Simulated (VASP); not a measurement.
Write the native input for VASP 6.6.1 that does the following.

```
Task                   : relaxation of cell and atoms
Functional             : PBE
Potentials or basis    : VASP PAW PBE potentials, release 64 (In_d, Ga_d, P)
Cutoff                 : 600 eV
k mesh                 : 6 × 6 × 10
Occupations            : gaussian, width 0.1 eV
Spin                   : no spin polarisation
Dipole correction      : no
Further INCAR settings : ALGO = Normal; EDIFF = 1e-06; IBRION = 2; EDIFFG = -0.01; NSW = 100; ISIF = 3
```

The structure of InGa3P2 lies in POSCAR:

```
InGa3P2
1.0
    5.8855964000      0.0000000000      0.0000000000
   -2.9427982000      5.0970760000      0.0000000000
    0.0000000000      0.0000000000      3.9073722200
In Ga P
1 3 2
Direct
    0.0000000000      0.0000000000      0.0000000000
    0.0000000000      0.5000000000      0.5000000000
    0.5000000000      0.5000000000      0.5000000000
    0.5000000000      0.0000000000      0.5000000000
    0.6666666700      0.3333333300      0.0000000000
    0.3333333300      0.6666666700      0.0000000000
```

The cell was built from a structure type or drawn by symmetry, and may not be a known phase.

These files were run (other wordings do the same):

INCAR

```
SYSTEM = InGa3P2
PREC = Accurate
ENCUT = 600
EDIFF = 1E-6
ISMEAR = 0
SIGMA = 0.1
LREAL = .FALSE.
LASPH = .TRUE.
NELM = 80
ALGO = Normal
ISIF = 3
LWAVE = .FALSE.
LCHARG = .FALSE.
GGA = PE
IBRION = 2
NSW = 100
EDIFFG = -0.01
```

KPOINTS

```
Automatic mesh
0
G
  6 6 10
  0 0 0
```

Potentials or basis: VASP PAW PBE potentials, release 64 (In_d, Ga_d, P).

Command:

```bash
$ cat potpaw_PBE.64/In_d/POTCAR potpaw_PBE.64/Ga_d/POTCAR potpaw_PBE.64/P/POTCAR > POTCAR
$ mpirun -np 1 vasp_std > vasp.out
```

Results of the run:

```yaml
Relaxed_volume: 21.05 Å³/atom
Relaxed_cell: a = 6.364 Å, b = 6.364 Å, c = 3.600 Å, α = 90.00°, β = 90.00°, γ = 120.00°
Space_group_after_relaxing_to_0.1_Å: P6/mmm (No. 191)
Energy_gained_by_relaxing: 62.1 meV/atom
Ionic_steps: 9
Pressure_after_relaxing: 0.0 GPa
Band_gap_on_the_k_mesh: zero (bands 31 and 32 overlap by 2.32 eV)
```

Caveat: spin-orbit coupling is left out, which moves the levels of the heavy elements.

Wall time 8.4 min on 1 thread of Intel(R) Xeon(R) 6975P-C (Granite Rapids) (shared host), peak memory 0.4 GiB.
